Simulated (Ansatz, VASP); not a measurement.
N in VASP and in Ansatz

File INCAR:

```
SYSTEM = N
ALGO = Normal
EDIFF = 1E-6
ENCUT = 520
GGA = PE
ISIF = 2
ISMEAR = 0
LASPH = .True.
LCHARG = .False.
LREAL = .False.
LWAVE = .False.
NBANDS = 8
NELM = 60
PREC = Accurate
SIGMA = 0.1
```

File KPOINTS:

```
k-points
0
Gamma
  20 20 20
  0 0 0
```

The input POSCAR:

```
N
1.0
    2.1182033251      0.0000000000      0.0000000000
    0.0000000000      2.1182033251      0.0000000000
    0.0000000000      0.0000000000      2.1182033251
N
1
Direct
    0.5000000000      0.5000000000      0.5000000000
```

Input for Ansatz:

```yaml
crystal:
  lattice:
    - [2.1182033251, 0.0, 0.0]
    - [0.0, 2.1182033251, 0.0]
    - [0.0, 0.0, 2.1182033251]
  atoms:
    - { symbol: "N", position: [0.5, 0.5, 0.5] }
basis:
  ecutwfc: 420
kpoints:
  mp_grid: { grid: [20, 20, 20] }
hamiltonian:
  xc: pbe
scf:
  occupations: { method: gaussian, width: 0.1 }
output:
  forces: true
  stress: true
  eigenvalues: true
```

Alike in both runs: task single point; functional PBE; k mesh 20 × 20 × 20; occupations gaussian, width 0.1 eV; no spin polarisation.

```csv
,VASP,Ansatz
version,VASP 6.6.1,Ansatz 0.2.0
potentials or method,"VASP PAW PBE potentials, release 64 (N), cutoff 520 eV","scalar-relativistic, plane waves, PAW"
valence electrons in the cell,5,5
```

|  | VASP | Ansatz | Ansatz less VASP |
| --- | --- | --- | --- |
| gap on the k mesh at the Fermi level (eV) | none | none | - |
| pressure (GPa) | -38.4 | -38.3 | +0.16 |

A gap of «none» marks a metal or a gap that the smearing closes. Both programs put the cell under strong tension, so it lies far from rest at this level.

Noted on VASP's run: the cell as given lies far from equilibrium.
